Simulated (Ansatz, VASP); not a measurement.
## BN: VASP beside Ansatz

INCAR

```
SYSTEM = BN
ALGO = Normal ; EDIFF = 1E-6
ENCUT = 520 ; GGA = PE
ISIF = 2 ; ISMEAR = 0
LASPH = .TRUE. ; LCHARG = .FALSE.
LREAL = .FALSE. ; LWAVE = .FALSE.
NBANDS = 11 ; NELM = 60
PREC = Accurate ; SIGMA = 0.1
```

KPOINTS

```
k-points
0
G
  8 8 6
  0 0 0
```

File POSCAR:

```
BN
1.0
    2.1773887400     -1.2782634600      0.0000000000
    2.1773887400      1.2782634600      0.0000000000
   -1.3095923300      0.0000000000      3.2820912900
B N
1 1
Direct
    0.0595722700      0.0595722700      0.9261258800
    0.2728607500      0.2728607500      0.0711731700
```

Input for Ansatz:

```yaml
crystal:
  lattice:
    - [2.17738874, -1.27826346, 0.0]
    - [2.17738874, 1.27826346, 0.0]
    - [-1.30959233, 0.0, 3.28209129]
  atoms:
    - { symbol: B, position: [0.05957227, 0.05957227, 0.92612588] }
    - { symbol: "N", position: [0.27286075, 0.27286075, 0.07117317] }
basis:
  ecutwfc: 420
kpoints:
  mp_grid: { grid: [8, 8, 6] }
hamiltonian:
  xc: pbe
scf:
  occupations: { method: gaussian, width: 0.1 }
  lower_state_search: "off"
output:
  forces: true
  stress: true
  eigenvalues: true
```

Alike in both runs: task single point; functional PBE; k mesh 8 × 8 × 6; occupations gaussian, width 0.1 eV; no spin polarisation.

|  | VASP | Ansatz |
| --- | --- | --- |
| version | VASP 6.6.1 | Ansatz 0.2.0 |
| potentials or method | VASP PAW PBE potentials, release 64 (B, N), cutoff 520 eV | scalar-relativistic, plane waves, PAW |
| valence electrons in the cell | 8 | 8 |

Ansatz gave:

```
gap on the k mesh at the Fermi level (eV) : 2.16
least direct gap on the mesh (eV)         : 3.16
rms of the force components (eV/Å)        : 55.723
```

What did VASP give for the same quantities?

gap on the k mesh at the Fermi level (eV): 2.17; least direct gap on the mesh (eV): 3.14; rms of the force components (eV/Å): 59.351.

Atom by atom the forces differ by 3.634 eV/Å (rms over components).
